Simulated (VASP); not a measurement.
Sb2W:

```
W Sb
1.0
     3.46494    0.00000    0.00000
    -1.73247    3.00072    0.00000
     0.00000    0.00000    6.71742
W Sb
1 2
Direct
  0.00000 0.00000 0.00000
  0.33333 0.66667 0.28475
  0.66667 0.33333 0.71525
```

Base run:

- Program: VASP 6.6.1
- Functional: r2SCAN
- Potentials or basis: VASP PAW PBE potentials, release 64 (W_sv, Sb)
- Cutoff: 520 eV
- k mesh: 12 × 12 × 6
- Occupations: gaussian, width 0.05 eV
- Spin: no spin polarisation

Its results: band gap on the k mesh zero (band 12 reaches 8.80 eV, above the bottom of band 13 at 8.62 eV); pressure -1.5 GPa; largest force 0.334 eV/Å.

Q: The run is repeated on the same cell with these changes: functional from r2SCAN to PBEsol. What comes out?

A: Band gap on the k mesh zero (band 12 reaches 8.81 eV, above the bottom of band 13 at 8.47 eV); pressure -4.2 GPa; largest force 0.190 eV/Å.

Caveats: the PAW data sets were made with another functional, which shifts forces and pressure a little; spin-orbit coupling is left out, which moves the levels of the heavy elements.
